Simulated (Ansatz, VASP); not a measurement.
# One calculation of BeZn3Se4, two programs

```xyz
8
Lattice="-2.7976 2.7976 5.5774 2.7976 -2.7976 5.5774 2.7976 2.7976 -5.5774" Properties=species:S:1:pos:R:3 pbc="T T T"
Be    0.0000    0.0000    0.0000
Zn    2.7976    0.0000    2.7887
Zn    0.0000    2.7976    2.7887
Zn    0.0000    0.0000    5.5774
Se    1.4946   -1.4946    6.8933
Se    1.3030    1.3030   -1.3159
Se    1.4946    1.4946    4.2616
Se   -1.4946    1.4946    6.8933
```

Alike in both runs: functional PBE; k mesh 8 × 8 × 8; occupations gaussian, width 0.02 eV; no spin polarisation.

Ansatz relaxed the structure, and its values are those at the end. VASP's run is a single point on that final structure, the one shown.

|  | VASP | Ansatz |
| --- | --- | --- |
| version | VASP 6.6.1 | Ansatz 0.2.0 |
| potentials or method | VASP PAW PBE potentials, release 64 (Be, Zn, Se), cutoff 520 eV | scalar-relativistic, plane waves, PAW |
| valence electrons in the cell | 62 | 102 |

|  | VASP | Ansatz | Ansatz less VASP |
| --- | --- | --- | --- |
| gap on the k mesh at the Fermi level (eV) | 1.74 | 1.74 | -0.002 |
| least direct gap on the mesh (eV) | 1.74 | 1.74 | -0.002 |
| pressure (GPa) | 0.2 | 0.0 | -0.20 |
| rms of the force components (eV/Å) | 0.004 | 0.000 | -0.0035 |

VASP's potentials hold 62 valence electrons a cell and Ansatz's 102, so a difference there can come from the potentials and not from the codes.
